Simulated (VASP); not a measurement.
Set up this calculation in VASP 6.6.1, as the native input.

```
Task                   : single point
Functional             : PBE
Potentials or basis    : VASP PAW PBE potentials, release 64 (Ba_sv, Al, As)
Cutoff                 : 500 eV
k mesh                 : 4 × 4 × 4
Occupations            : gaussian, width 0.1 eV
Spin                   : no spin polarisation
Dipole correction      : no
Further INCAR settings : ALGO = Normal; EDIFF = 1e-06; NBANDS = 33
```

The structure of Ba4AlAs lies in POSCAR:

```
Ba4AlAs
1.0
    0.0000000000      4.3904850600      4.3904850600
    4.3904850600      0.0000000000      4.3904850600
    4.3904850600      4.3904850600      0.0000000000
Ba Al As
4 1 1
Direct
    0.3759208700      0.3759208700      0.8722373800
    0.8722373800      0.3759208700      0.3759208700
    0.3759208700      0.3759208700      0.3759208700
    0.3759208700      0.8722373800      0.3759208700
    0.0000000000      0.0000000000      0.0000000000
    0.7500000000      0.7500000000      0.7500000000
```

These files were run (other wordings do the same):

INCAR

```
PREC     = Accurate       # precision mode
ENCUT    = 500            # plane-wave cutoff, eV
EDIFF    = 1E-6           # SCF threshold, eV
ISMEAR   = 0              # smearing method
SIGMA    = 0.1            # smearing width, eV
LREAL    = False          # projectors in reciprocal space
LASPH    = True           # aspherical terms in the spheres
NELM     = 120            # most SCF steps
ALGO     = Normal         # electronic algorithm
ISIF     = 2              # what is computed and relaxed
LWAVE    = False          # write WAVECAR
LCHARG   = False          # write CHGCAR
GGA      = PE             # functional
NBANDS   = 33             # bands
GGA_COMPAT= False
```

KPOINTS

```
Automatic mesh
0
Gamma
  4 4 4
```

Potentials or basis: VASP PAW PBE potentials, release 64 (Ba_sv, Al, As).

The run is started by

```console
$ cat potpaw_PBE.64/Ba_sv/POTCAR potpaw_PBE.64/Al/POTCAR potpaw_PBE.64/As/POTCAR > POTCAR
$ mpirun -np 1 vasp_std > vasp.out
```

It gave:

The pressure is 14.6 GPa, the largest force is 0.073 eV/Å and the band gap on the k mesh is zero (band 24 reaches 5.00 eV, above the bottom of band 25 at 4.20 eV).

Caveat: spin-orbit coupling is left out, which moves the levels of the heavy elements.

Wall time 65 s on 1 thread of AMD EPYC 7R43 64-Core Processor (Zen 3), on a shared host, peak memory 0.29 GiB.
